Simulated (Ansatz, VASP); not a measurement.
**Zr: VASP beside Ansatz**

```
Zr
1.0
     0.00000    3.09623    3.09623
     3.09623    0.00000    3.09623
     3.09623    3.09623    0.00000
Zr
2
Cartesian
  0.0000 0.0000 0.0000
  1.5481 1.5481 1.5481
```

Change from the starting cell: volume scaled by 0.96.

Alike in both runs: task single point; functional PBE; k mesh 10 × 10 × 10; occupations fermi-dirac, width 0.05 eV; no spin polarisation.

|  | VASP | Ansatz |
| --- | --- | --- |
| version | VASP 6.6.1 | Ansatz 0.2.0 |
| potentials or method | VASP PAW PBE potentials, release 64 (Zr_sv), cutoff 520 eV | all-electron LAPW, scalar-relativistic |

|  | VASP | Ansatz | Ansatz less VASP |
| --- | --- | --- | --- |
| pressure (GPa) | 1.7 | 1.6 | -0.09 |

Ansatz ran all-electron here, and VASP with PAW potentials.
